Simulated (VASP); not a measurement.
A run of VASP 6.6.1 is set up as follows.

Contents of INCAR:

```
SYSTEM = Te2Mo
  ALGO = Normal
  EDIFF = 1E-7
  ENCUT = 520
  GGA = PE
  ISIF = 2
  ISMEAR = 0
  LASPH = .True.
  LCHARG = .False.
  LREAL = .False.
  LWAVE = .False.
  NBANDS = 20
  NELM = 60
  PREC = Accurate
  SIGMA = 0.02
```

Contents of KPOINTS:

```
k-points
0
Gamma
  12 12 12
  0 0 0
```

The input POSCAR:

```
Te2Mo
1.0
    1.7784771914      1.0268042852      7.9015764590
   -1.7784771914      1.0268042852      7.9015764590
    0.0000000000     -2.0536085704      7.9015764590
Mo Te
1 2
Direct
    0.9997729372      0.9997729372      0.9997729372
    0.4093760926      0.4093760926      0.4093760926
    0.2568519702      0.2568519702      0.2568519702
```

Potentials or basis: VASP PAW PBE potentials, release 64 (Mo_sv, Te).

Run with:

```bash
$ cat potpaw_PBE.64/Mo_sv/POTCAR potpaw_PBE.64/Te/POTCAR > POTCAR
$ mpirun -np 1 vasp_std > vasp.out
```

(1) Estimate the largest force.

(2) What does it give for the pressure?

(3) What does it give for the band gap on the k mesh?

Results:

(1) 0.012 eV/Å.

(2) 0.0 GPa.

(3) 1.07 eV.

Caveat: spin-orbit coupling is left out, which moves the levels of the heavy elements.
